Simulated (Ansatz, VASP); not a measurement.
## WC in VASP and in Ansatz

Contents of INCAR:

```
SYSTEM = WC
PREC = Accurate ; ENCUT = 520
EDIFF = 1E-7 ; ISMEAR = -1
SIGMA = 0.1 ; LREAL = .FALSE.
LASPH = .TRUE. ; NELM = 100
ALGO = Normal ; ISIF = 2
LWAVE = .FALSE. ; LCHARG = .FALSE.
GGA = PE ; NBANDS = 16
```

Contents of KPOINTS:

```
Automatic mesh
0
G
  8 8 7
  0 0 0
```

File POSCAR:

```
WC
1.0
    2.8224284279      0.0002804659      0.0399263229
   -1.4109738146      2.5943695920     -0.0576056907
    0.0389647256     -0.0424204660      2.9592757495
W C
1 1
Direct
    0.0075700000      0.0135300000      0.0003800000
    0.6785300000      0.3358700000      0.4501900000
```

Input for Ansatz:

```yaml
crystal:
  lattice:
    - [2.822428427947391, 0.00028046589104220734, 0.03992632291765138]
    - [-1.4109738146385165, 2.5943695919742127, -0.05760569069227624]
    - [0.038964725576935234, -0.042420466020133864, 2.9592757494980564]
  atoms:
    - { symbol: W, position: [0.00757, 0.01353, 0.00038] }
    - { symbol: C, position: [0.67853, 0.33587, 0.45019] }
basis:
  ecutwfc: 540.0
  xc_grid: 2
kpoints:
  mp_grid:
    grid: [8, 8, 7]
hamiltonian:
  xc: pbe
scf:
  convergence:
    dr2_threshold: 1.0e-09
  occupations:
    method: fermi_dirac
    width: 0.1
output:
  forces: true
  stress: true
```

Alike in both runs: task single point; functional PBE; k mesh 8 × 8 × 7; occupations fermi-dirac, width 0.1 eV; no spin polarisation.

|  | VASP | Ansatz |
| --- | --- | --- |
| version | VASP 6.6.1 | Ansatz 0.2.0 |
| potentials or method | VASP PAW PBE potentials, release 64 (W_sv, C), cutoff 520 eV | plane waves, PAW |
| valence electrons in the cell | 18 | 18 |

|  | VASP | Ansatz | Ansatz less VASP |
| --- | --- | --- | --- |
| pressure (GPa) | -4.0 | -5.0 | -0.99 |
| traceless stress, the component that is largest in VASP (GPa) | 26.23 | 26.19 | -0.046 |
| rms of the force components (eV/Å) | 1.181 | 1.169 | -0.0114 |

Atom by atom the forces differ by 0.012 eV/Å (rms over components). Ansatz's warnings: stress scf threshold loose.

Spin-orbit coupling is off throughout.
